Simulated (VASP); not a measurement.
Here is a VASP 6.6.1 calculation.

POSCAR

```
HfN
1.0
    3.1443010835      0.0000000000      0.0000000000
   -1.5721505417      2.7230446154      0.0000000000
    0.0000000000      0.0000000000      5.4252449671
Hf N
2 2
Direct
    0.6666666667      0.3333333333      0.7500000000
    0.3333333333      0.6666666667      0.2500000000
    0.0000000000      0.0000000000      0.0000000000
    0.0000000000      0.0000000000      0.5000000000
```

INCAR.step1

```
SYSTEM = HfN
PREC = Accurate
ENCUT = 520
ISMEAR = 0
SIGMA = 0.1
LREAL = .False.
LASPH = .True.
NELM = 60
NBANDS = 23
GGA = PE
ALGO = Normal
EDIFF = 1E-4
LWAVE = .True.
LCHARG = .False.
```

INCAR.step2

```
SYSTEM = HfN
PREC = Accurate
ENCUT = 520
EDIFF = 1E-7
ISMEAR = 0
SIGMA = 0.1
LREAL = .False.
LASPH = .True.
NELM = 60
ALGO = Normal
ISIF = 2
LWAVE = .False.
LCHARG = .False.
METAGGA = R2SCAN
LMIXTAU = .True.
NBANDS = 23
ISTART = 1
```

KPOINTS

```
Automatic mesh
0
Gamma
  18 18 10
  0 0 0
```

Potentials or basis: VASP PAW PBE potentials, release 64 (Hf_pv, N).

Run with:

```bash
$ cat potpaw_PBE.64/Hf_pv/POTCAR potpaw_PBE.64/N/POTCAR > POTCAR
$ cp INCAR.step1 INCAR
$ mpirun -np 1 vasp_std > vasp.out
$ cp INCAR.step2 INCAR
$ mpirun -np 1 vasp_std > vasp.out
```

(1) Estimate the band gap on the k mesh.

(2) Predict the pressure.

## Answers

(1) zero (bands 15 and 16 overlap by 2.44 eV).

(2) -2.6 GPa.

Caveat: the PAW data sets were made with another functional, which shifts forces and pressure a little; spin-orbit coupling is left out, which moves the levels of the heavy elements.
